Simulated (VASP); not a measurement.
A run of VASP 6.6.1 is set up as follows.

The input INCAR:

```
  PREC = Accurate
  ENCUT = 500
  EDIFF = 1E-6
  ISMEAR = -1
  SIGMA = 0.1
  LREAL = False
  LASPH = True
  NELM = 120
  ALGO = Normal
  ISIF = 2
  LWAVE = False
  LCHARG = False
  GGA = B5
  ALDAX = 1.0
  AGGAX = 1.0
  AGGAC = 1.0
  ALDAC = 0.0
  IVDW = 12
  VDW_S6 = 1.0
  VDW_S8 = 2.6996
  VDW_A1 = 0.4298
  VDW_A2 = 4.2359
  NBANDS = 45
  GGA_COMPAT = False
```

File KPOINTS:

```
regular mesh
0
Gamma
  7 7 7
```

The input POSCAR:

```
PbAu2
1.0
    5.6896866866      0.0000000000      0.0000000000
    2.8448433433      4.9274132102      0.0000000000
    2.8448433433      1.6424710701      4.6456097262
Pb Au
2 4
Direct
    0.0000000000      0.0000000000      0.0000000000
    0.2500000000      0.2500000000      0.2500000000
    0.6250000000      0.6250000000      0.6250000000
    0.1250000000      0.6250000000      0.6250000000
    0.6250000000      0.6250000000      0.1250000000
    0.6250000000      0.1250000000      0.6250000000
```

Potentials or basis: VASP PAW PBE potentials, release 64 (Pb_d, Au).

Launch:

```sh
$ cat potpaw_PBE.64/Pb_d/POTCAR potpaw_PBE.64/Au/POTCAR > POTCAR
$ mpirun -np 1 vasp_std > vasp.out
```

**Question.** Predict the pressure.

**Answer.** 0.4 GPa.

**Question.** Predict the dispersion energy per atom.

**Answer.** -1.262 eV.

Caveat: the dispersion term is far too large for a dense solid, which distorts pressure and volume; the PAW data sets were made with another functional, which shifts forces and pressure a little.
